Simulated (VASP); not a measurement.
Here is a VASP 6.6.1 calculation.

The input INCAR:

```
PREC = Accurate
ENCUT = 600
EDIFF = 1E-6
ISMEAR = -1
SIGMA = 0.1
LREAL = F
LASPH = T
NELM = 60
ALGO = Normal
ISIF = 4
LWAVE = F
LCHARG = F
GGA = PE
IBRION = 2
NSW = 50
EDIFFG = -0.005
```

The input KPOINTS:

```
regular mesh
0
Gamma
  17 17 15
```

Contents of POSCAR:

```
WC
1.0
    2.8627030494      0.0000000000      0.0000000000
   -1.4313515247      2.4791735643      0.0000000000
    0.0000000000      0.0000000000      2.7881877024
W C
1 1
Direct
    0.0000000000      0.0000000000      0.0000000000
    0.3333333333      0.6666666667      0.5000000000
```

Potentials or basis: VASP PAW PBE potentials, release 64 (W_sv, C).

Launch:

```console
$ cat potpaw_PBE.64/W_sv/POTCAR potpaw_PBE.64/C/POTCAR > POTCAR
$ mpirun -np 1 vasp_std > vasp.out
```

(1) What does it give for the band gap on the k mesh?

## Answers

(1) zero (bands 9 and 10 overlap by 1.26 eV).

Caveat: spin-orbit coupling is left out, which moves the levels of the heavy elements.
